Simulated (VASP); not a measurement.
# LiF (Fm-3m) in VASP: notebook

LiF is run at these levels: PBE; tasks: single point.

Everything below comes from runs of VASP 6.6.1. Logs are shortened: lines on timing, memory, paths and dates and some standing lists are left out, and cuts for length are marked.

## (1) The cell of the first run

Symmetry: Fm-3m, No. 225, cubic system. Conventional cell: a = 4.065 Å, b = 4.065 Å, c = 4.065 Å, α = 90.00°, β = 90.00°, γ = 90.00°. Li (site symmetry m-3m) has 6 F at 2.03 Å within 2.7 Å. F (site symmetry m-3m) has 6 Li at 2.03 Å within 2.7 Å.

## (2) Single point, PBE

INCAR reads:

```
SYSTEM = LiF
  PREC = Accurate
  ENCUT = 520
  EDIFF = 1E-7
  ISMEAR = 0
  SIGMA = 0.1
  LREAL = .False.
  LASPH = .True.
  NELM = 100
  ALGO = Normal
  ISIF = 2
  LWAVE = .False.
  LCHARG = .True.
  GGA = PE
  LELF = .True.
  LVHAR = .True.
  NBANDS = 12
```

KPOINTS reads:

```
Automatic mesh
0
Gamma
  8 8 8
  0 0 0
```

POSCAR reads:

```
LiF
1.0
    0.0000000000      2.0325944588      2.0325944588
    2.0325944588      0.0000000000      2.0325944588
    2.0325944588      2.0325944588      0.0000000000
Li F
1 1
Direct
    0.5000000000      0.5000000000      0.5000000000
    0.0000000000      0.0000000000      0.0000000000
```

Potentials or basis: VASP PAW PBE potentials, release 64 (Li_sv, F).

The run is started by

```sh
$ cat potpaw_PBE.64/Li_sv/POTCAR potpaw_PBE.64/F/POTCAR > POTCAR
$ mpirun -np 1 vasp_std > vasp.out
```

OUTCAR:

```text
SYSTEM = LiF
   PREC = Accurate
   ENCUT = 520
   EDIFF = 1E-7
   ISMEAR = 0
   LREAL = .False.
   LASPH = .True.
   NELM = 100
   ISIF = 2
   GGA = PE

 ion  position               nearest neighbor table
   1  0.500  0.500  0.500-   2 2.03   2 2.03   2 2.03   2 2.03   2 2.03   2 2.03
   2  0.000  0.000  0.000-   1 2.03   1 2.03   1 2.03   1 2.03   1 2.03   1 2.03

  LATTYP: Found a face centered cubic cell.
 ALAT       =     4.0651889176

  Lattice vectors:

 A1 = (   0.0000000000,   2.0325944588,   2.0325944588)
 A2 = (   2.0325944588,   0.0000000000,   2.0325944588)
 A3 = (   2.0325944588,   2.0325944588,   0.0000000000)

Analysis of symmetry for initial positions (statically):
=====================================================================
 Subroutine PRICEL returns:
 Original cell was already a primitive cell.

 Routine SETGRP: Setting up the symmetry group for a
 face centered cubic supercell.

 Subroutine GETGRP returns: Found 48 space group operations
 (whereof 48 operations were pure point group operations)
 out of a pool of 48 trial point group operations.

The static configuration has the point symmetry O_h .

Analysis of symmetry for dynamics (positions and initial velocities):
=====================================================================
 Subroutine PRICEL returns:
 Original cell was already a primitive cell.

 Routine SETGRP: Setting up the symmetry group for a
 face centered cubic supercell.

 Subroutine GETGRP returns: Found 48 space group operations
 (whereof 48 operations were pure point group operations)
 out of a pool of 48 trial point group operations.

The dynamic configuration has the point symmetry O_h .

 Subroutine INISYM returns: Found 48 space group operations
 (whereof 48 operations are pure point group operations),
 and found     1 'primitive' translations

----------------------------------------------------------------------------------------

                                     Primitive cell

  volume of cell :      16.7951

  direct lattice vectors                    reciprocal lattice vectors
     0.000000000  2.032594459  2.032594459    -0.245991028  0.245991028  0.245991028
     2.032594459  0.000000000  2.032594459     0.245991028 -0.245991028  0.245991028
     2.032594459  2.032594459  0.000000000     0.245991028  0.245991028 -0.245991028

  length of vectors
     2.874522650  2.874522650  2.874522650     0.426068958  0.426068958  0.426068958

  position of ions in fractional coordinates (direct lattice)
     0.500000000  0.500000000  0.500000000
     0.000000000  0.000000000  0.000000000

  ion indices of the primitive-cell ions
   primitive index   ion index
                 1           1
                 2           2

----------------------------------------------------------------------------------------

 KPOINTS: Automatic mesh

Automatic generation of k-mesh.
 Grid dimensions read from file:
 generate k-points for:    8    8    8

 Generating k-lattice:

  Cartesian coordinates                     Fractional coordinates (reciprocal lattice)
    -0.030748878  0.030748878  0.030748878     0.125000000  0.000000000  0.000000000
     0.030748878 -0.030748878  0.030748878     0.000000000  0.125000000  0.000000000
     0.030748878  0.030748878 -0.030748878     0.000000000  0.000000000  0.125000000

  Length of vectors
     0.053258620  0.053258620  0.053258620

  Shift w.r.t. Gamma in fractional coordinates (k-lattice)
     0.000000000  0.000000000  0.000000000

 Subroutine IBZKPT returns following result:
 ===========================================

 Found     29 irreducible k-points:

 Following reciprocal coordinates:
            Coordinates               Weight
  0.000000  0.000000  0.000000      1.000000
  0.125000  0.000000  0.000000      8.000000
  0.250000  0.000000  0.000000      8.000000
  0.375000  0.000000  0.000000      8.000000
  0.500000  0.000000  0.000000      4.000000
  0.125000  0.125000  0.000000      6.000000
[... 16 lines left out ...]
  0.500000  0.250000  0.125000     48.000000
 -0.375000  0.250000  0.125000     24.000000
 [... further k-points ...]
   k-points           NKPTS =     29   k-points in BZ     NKDIM =     29   number of bands    NBANDS=     12
   number of dos      NEDOS =    301   number of ions     NIONS =      2
   total plane-waves  NPLWV =  13824
   dimension x,y,z NGX =    24 NGY =   24 NGZ =   24
   dimension x,y,z NGXF=    48 NGYF=   48 NGZF=   48
   ions per type =               1   1
   NGX,Y,Z   is equivalent  to a cutoff of  13.88, 13.88, 13.88 a.u.
   NGXF,Y,Z  is equivalent  to a cutoff of  27.76, 27.76, 27.76 a.u.
 SYSTEM =  LiF
   PREC   = accura    normal or accurate (medium, high low for compatibility)
   ISTART =      0    job   : 0-new  1-cont  2-samecut
   ICHARG =      2    charge: 1-file 2-atom 10-const
   ISPIN  =      1    spin polarized calculation?
   LNONCOLLINEAR =      F non collinear calculations
   LSORBIT =      F    spin-orbit coupling
   LASPH  =      T    aspherical Exc in radial PAW
   ENCUT  =  520.0 eV  38.22 Ry    6.18 a.u.   5.34  5.34  5.34*2*pi/ulx,y,z
   NELM   =    100;   NELMIN=  2; NELMDL= -5     # of ELM steps
   EDIFF  = 0.1E-06   stopping-criterion for ELM
   LREAL  =      F    real-space projection
   EDIFFG = 0.1E-05   stopping-criterion for IOM
   NSW    =      0    number of steps for IOM
   IBRION =     -1    ionic relax: 0-MD 1-quasi-New 2-CG
   NFREE  =      0    steps in history (QN), initial steepest desc. (CG)
   ISIF   =      2    stress and relaxation
   ISYM   =      2    0-nonsym 1-usesym 2-fastsym
   POTIM  = 0.5000    time-step for ionic-motion
   TEBEG  =    0.0;   TEEND  =   0.0 temperature during run
   PSTRESS=    0.0 pullay stress
   NELECT =      10.0000    total number of electrons
   NUPDOWN=      -1.0000    fix difference up-down
   EMIN   =  10.00;   EMAX   =-10.00  energy-range for DOS
   EFERMI =   0.00;   METHOD = LEGACY
   ISMEAR =     0;   SIGMA  =   0.10  broadening in eV -4-tet -1-fermi 0-gaus
   EFERMI_NEDOS =   21; number of points for ismear=-14 and -15
   IALGO  =     38    algorithm
   IMIX   =      4    mixing-type and parameters
     AMIX     =   0.40;   BMIX     =  1.00
     AMIX_MAG =   1.60;   BMIX_MAG =  1.00
  volume/ion in A,a.u.               =       8.40        56.67
  Fermi-wavevector in a.u.,A,eV,Ry     =   1.377254  2.602633 25.807926  1.896829
  Thomas-Fermi vector in A             =   2.502424
   LORBIT       =      0    0 simple, 1 ext, 2 COOP (PROOUT), +10 PAW based schemes
   GGA     = PE    functional components
   LHFCALC =     F    Hartree Fock is set to
   AEXX    =    0.0000 exact exchange contribution
   IVDW    =     0    specifies the selected vdW correction
   LEPSILON=     F    determine dielectric tensor
   LRPA    =     F    only Hartree local field effects (RPA)
 non-spin polarized calculation
 Gauss-broadening in eV      SIGMA  =   0.10
  energy-cutoff  :      520.00
  volume of cell :       16.80
 maximum number of plane-waves:       469
 NGX is ok and might be reduce to    24
   NGX = 11   NGY = 11   NGZ = 11

 number of electron      10.0000000 magnetization

 number of electron       9.9999992 magnetization

 Free energy of the ion-electron system (eV)
  ---------------------------------------------------
  ext. energy  EPLUGINS =         0.00000000
  ---------------------------------------------------
  free energy    TOTEN  =        -9.64085380 eV

  energy without entropy =       -9.64085380  energy(sigma->0) =       -9.64085380

 E-fermi :  -0.7711     XC(G=0):  -9.8489

 val. band max:       -1.1823657901   @ k =   0.0000   0.0000   0.0000
 cond. band min:       7.6643334448   @ k =   0.0000   0.0000   0.0000
 fundamental gap:      8.8466992349
 Fermi energy:        -0.7711051124

 k-point     1 :       0.0000    0.0000    0.0000
  band No.  band energies     occupation
      1     -42.1664      2.00000
      2     -21.0821      2.00000
      3      -1.1824      2.00000
      4      -1.1824      2.00000
      5      -1.1824      2.00000
      6       7.6643      0.00000
      7      22.4211      0.00000
      8      22.4211      0.00000
      9      22.4211      0.00000
     10      22.8700      0.00000
     11      22.8700      0.00000
     12      22.8700      0.00000

 k-point     2 :       0.1250    0.0000    0.0000
  band No.  band energies     occupation
      1     -42.1588      2.00000
      2     -21.0250      2.00000
      3      -1.6048      2.00000
      4      -1.2160      2.00000
      5      -1.2160      2.00000
      6       8.1047      0.00000
      7      19.1504      0.00000
      8      20.8489      0.00000
      9      20.8489      0.00000
     10      24.0869      0.00000
     11      24.1822      0.00000
     12      24.1822      0.00000

 k-point     3 :       0.2500    0.0000    0.0000
  band No.  band energies     occupation
      1     -42.1404      2.00000
      2     -20.8824      2.00000
      3      -2.5090      2.00000
      4      -1.2949      2.00000
      5      -1.2949      2.00000
      6       8.9426      0.00000
      7      16.5164      0.00000
      8      19.1084      0.00000
      9      19.1084      0.00000
     10      25.4415      0.00000
     11      25.9961      0.00000
     12      25.9962      0.00000
[... 286 lines left out ...]
 k-point    23 :       0.5000    0.2500    0.1250
  band No.  band energies     occupation
      1     -42.1131      2.00000
      2     -20.6174      2.00000
      3      -3.2288      2.00000
      4      -2.2484      2.00000
      5      -1.5784      2.00000
      6      10.9030      0.00000
      7      14.5620      0.00000
      8      17.6258      0.00000
      9      18.0091      0.00000
     10      24.1911      0.00000
     11      28.6643      0.00000
     12      31.3767      0.00000

 k-point    24 :      -0.3750    0.2500    0.1250
  band No.  band energies     occupation
      1     -42.1072      2.00000
      2     -20.5591      2.00000
      3      -3.4279      2.00000
      4      -2.3590      2.00000
      5      -1.6442      2.00000
      6      11.1501      0.00000
      7      14.3110      0.00000
      8      17.5222      0.00000
      9      17.6622      0.00000
     10      26.0282      0.00000
     11      27.1217      0.00000
     12      32.5330      0.00000

 [... further k-points ...]
[... 5 lines left out ...]
  --------------------------------------------------------------------------------------
  -------------------------------------------------------------------------------------
  Total       -0.0318580     -0.0318580     -0.0318580     -0.0000000      0.0000000      0.0000000
  in kB       -3.0391153     -3.0391153     -3.0391153     -0.0000000      0.0000000      0.0000000
  external PRESSURE =      -3.0391153 kB  Pullay stress =       0.0000000 kB

 VOLUME and BASIS-vectors are now :
 -----------------------------------------------------------------------------
  energy-cutoff  :      520.00
  volume of cell :       16.80
      direct lattice vectors                 reciprocal lattice vectors
     0.000000000  2.032594459  2.032594459    -0.245991028  0.245991028  0.245991028
     2.032594459  0.000000000  2.032594459     0.245991028 -0.245991028  0.245991028
     2.032594459  2.032594459  0.000000000     0.245991028  0.245991028 -0.245991028

 POSITION                                       TOTAL-FORCE (eV/Angst)
 -----------------------------------------------------------------------------------
      2.03259      2.03259      2.03259        -0.000000     -0.000000      0.000000
      0.00000      0.00000      0.00000         0.000000      0.000000     -0.000000
 -----------------------------------------------------------------------------------
    total drift:                                0.000000     -0.000000     -0.000000

  FREE ENERGIE OF THE ION-ELECTRON SYSTEM (eV)
  ---------------------------------------------------
  free  energy   TOTEN  =        -9.6408537964 eV

  energy  without entropy=       -9.6408537963  energy(sigma->0) =       -9.64085380
```

It took 5 s on 1 thread of AMD EPYC 9R45 (Zen 5), shared host; peak memory 0.1 GiB.

What came out:

| Item | Value |
| --- | --- |
| Free energy | -9.6409 eV |
| Band gap on the k mesh | 8.85 eV, direct |

Levels at points of the mesh, in eV from the valence-band top:
```tsv
k point	band 1	band 2	band 3	band 4	band 5	band 6	band 7	band 8	band 9	band 10
(0.00, 0.00, 0.00)	-40.98	-19.90	0.00	0.00	0.00	8.85	23.60	23.60	23.60	24.05
(0.50, 0.00, 0.00)	-40.93	-19.49	-2.43	-0.22	-0.22	10.63	16.41	18.67	18.67	29.87
(0.50, 0.50, 0.00)	-40.92	-19.24	-2.89	-0.96	-0.96	14.55	16.34	17.12	19.91	19.91
```

Caveat: the cutoff is under 1.25 times the usual one of these potentials, so pressure, stress and relaxed cells hold a basis-set (Pulay) error. A k mesh can miss the band edges.

## (3) Single point, PBE (volume scaled by 0.88)

INCAR reads:

```
SYSTEM = LiF
PREC     = Accurate       ! precision mode
ENCUT    = 520            ! plane-wave cutoff, eV
EDIFF    = 1E-6           ! SCF threshold, eV
ISMEAR   = 0              ! smearing method
SIGMA    = 0.02           ! smearing width, eV
LREAL    = .FALSE.        ! projectors in reciprocal space
LASPH    = .TRUE.         ! aspherical terms in the spheres
NELM     = 100            ! most SCF steps
ALGO     = Normal         ! electronic algorithm
ISIF     = 2              ! what is computed and relaxed
LWAVE    = .FALSE.        ! write WAVECAR
LCHARG   = .FALSE.        ! write CHGCAR
GGA      = PE             ! functional
NBANDS   = 12             ! bands
```

KPOINTS reads:

```
Automatic mesh
0
G
  10 10 10
  0 0 0
```

POSCAR reads:

```
LiF
1.0
    0.0000000000      1.9489972449      1.9489972449
    1.9489972449      0.0000000000      1.9489972449
    1.9489972449      1.9489972449      0.0000000000
Li F
1 1
Direct
    0.5000000000      0.5000000000      0.5000000000
    0.0000000000      0.0000000000      0.0000000000
```

Potentials or basis: VASP PAW PBE potentials, release 64 (Li_sv, F).

The run is started by

```sh
$ cat potpaw_PBE.64/Li_sv/POTCAR potpaw_PBE.64/F/POTCAR > POTCAR
$ mpirun -np 1 vasp_std > vasp.out
```

Wall time 4.7 s (1 thread of AMD EPYC 9R45 (Zen 5), shared host); peak memory 0.09 GiB.

Results (log left out):

```yaml
Free_energy: -9.5763 eV
Band_gap_on_the_k_mesh: 10.02 eV, direct
```

Levels at points of the mesh, in eV from the valence-band top:
```
           k point  band 3  band 4  band 5  band 6  band 7  band 8
(0.00, 0.00, 0.00)    0.00    0.00    0.00   10.02   25.29   25.29
(0.50, 0.00, 0.00)   -2.83   -0.26   -0.26   11.31   17.95   19.69
(0.50, 0.50, 0.00)   -3.45   -1.15   -1.15   15.77   16.93   18.70
```

Caveat: the cutoff is under 1.25 times the usual one of these potentials, so pressure, stress and relaxed cells hold a basis-set (Pulay) error.

## (4) Single point, PBE (volume scaled by 0.97)

INCAR reads:

```
PREC     = Accurate       # precision mode
ENCUT    = 520            # plane-wave cutoff, eV
EDIFF    = 1E-7           # SCF threshold, eV
ISMEAR   = 0              # smearing method
SIGMA    = 0.02           # smearing width, eV
LREAL    = F              # projectors in reciprocal space
LASPH    = T              # aspherical terms in the spheres
NELM     = 100            # most SCF steps
ALGO     = Normal         # electronic algorithm
ISIF     = 2              # what is computed and relaxed
LWAVE    = F              # write WAVECAR
LCHARG   = F              # write CHGCAR
GGA      = PE             # functional
NBANDS   = 12             # bands
```

KPOINTS reads:

```
Automatic mesh
0
Gamma
  10 10 10
```

POSCAR reads:

```
LiF
1.0
    0.0000000000      2.0132957615      2.0132957615
    2.0132957615      0.0000000000      2.0132957615
    2.0132957615      2.0132957615      0.0000000000
Li F
1 1
Direct
    0.5000000000      0.5000000000      0.5000000000
    0.0000000000      0.0000000000      0.0000000000
```

The run is started by

```sh
$ cat potpaw_PBE.64/Li_sv/POTCAR potpaw_PBE.64/F/POTCAR > POTCAR
$ mpirun -np 1 vasp_std > vasp.out
```

It took 6.6 s on 1 thread of AMD EPYC 9R45 (Zen 5), shared host; peak memory 0.1 GiB.

The run converged. Its results:

| Item | Value |
| --- | --- |
| Free energy | -9.6373 eV |
| Band gap on the k mesh | 9.10 eV, direct |

Levels at points of the mesh, in eV from the valence-band top:
```tsv
k point	band 3	band 4	band 5	band 6	band 7	band 8
(0.00, 0.00, 0.00)	0.00	0.00	0.00	9.10	23.98	23.98
(0.50, 0.00, 0.00)	-2.52	-0.23	-0.23	10.78	16.75	18.90
(0.50, 0.50, 0.00)	-3.01	-1.00	-1.00	14.82	16.48	17.46
```

Caveat: the cutoff is under 1.25 times the usual one of these potentials, so pressure, stress and relaxed cells hold a basis-set (Pulay) error.

## (5) Single point, PBE (volume scaled by 0.94)

INCAR reads:

```
SYSTEM = LiF
PREC = Accurate
ENCUT = 520
EDIFF = 1E-6
ISMEAR = 0
SIGMA = 0.02
LREAL = .FALSE.
LASPH = .TRUE.
NELM = 80
ALGO = Normal
ISIF = 2
LWAVE = .FALSE.
LCHARG = .FALSE.
GGA = PE
NBANDS = 12
```

KPOINTS reads:

```
Automatic mesh
0
G
  10 10 10
  0 0 0
```

POSCAR reads:

```
LiF
1.0
    0.0000000000      1.9923224054      1.9923224054
    1.9923224054      0.0000000000      1.9923224054
    1.9923224054      1.9923224054      0.0000000000
Li F
1 1
Direct
    0.5000000000      0.5000000000      0.5000000000
    0.0000000000      0.0000000000      0.0000000000
```

The run is started by

```sh
$ cat potpaw_PBE.64/Li_sv/POTCAR potpaw_PBE.64/F/POTCAR > POTCAR
$ mpirun -np 1 vasp_std > vasp.out
```

Run time: 6.3 s. Hardware: 1 thread of AMD EPYC 9R45 (Zen 5), shared host; peak memory 0.1 GiB.

Results (log left out):

| Quantity | Value |
| --- | --- |
| Free energy | -9.6263 eV |
| Band gap on the k mesh | 9.39 eV, direct |

Levels at points of the mesh, in eV from the valence-band top:
| k point | band 1 | band 2 | band 3 | band 4 | band 5 | band 6 | band 7 | band 8 | band 9 | band 10 |
| --- | --- | --- | --- | --- | --- | --- | --- | --- | --- | --- |
| (0.00, 0.00, 0.00) | -40.85 | -20.06 | 0.00 | 0.00 | 0.00 | 9.39 | 24.40 | 24.40 | 24.40 | 24.65 |
| (0.50, 0.00, 0.00) | -40.78 | -19.61 | -2.62 | -0.24 | -0.24 | 10.95 | 17.13 | 19.16 | 19.16 | 30.95 |
| (0.50, 0.50, 0.00) | -40.77 | -19.32 | -3.15 | -1.05 | -1.05 | 15.12 | 16.63 | 17.85 | 20.62 | 20.62 |

Caveat: the cutoff is under 1.25 times the usual one of these potentials, so pressure, stress and relaxed cells hold a basis-set (Pulay) error. A k mesh can miss the band edges.

## (6) Overview

| cell | k mesh | smearing | gap on the mesh (eV) |
| --- | --- | --- | --- |
| a = 2.875 Å, angles 60.0°, 2 atoms | 8 × 8 × 8 | gaussian 0.1 eV | 8.85 |
| a = 2.756 Å, angles 60.0°, 2 atoms | 10 × 10 × 10 | gaussian 0.02 eV | 10.02 |
| a = 2.847 Å, angles 60.0°, 2 atoms | 10 × 10 × 10 | gaussian 0.02 eV | 9.10 |
| a = 2.818 Å, angles 60.0°, 2 atoms | 10 × 10 × 10 | gaussian 0.02 eV | 9.39 |

Alike in all rows: task single point; level PBE; potentials or basis VASP PAW PBE potentials, release 64 (Li_sv, F); no spin polarisation; cutoff (eV) 520.

Caveats: the cutoff is under 1.25 times the usual one of these potentials, so pressure, stress and relaxed cells hold a basis-set (Pulay) error.

Total energies depend on the potentials used, so only differences within one code and one set of settings carry meaning.
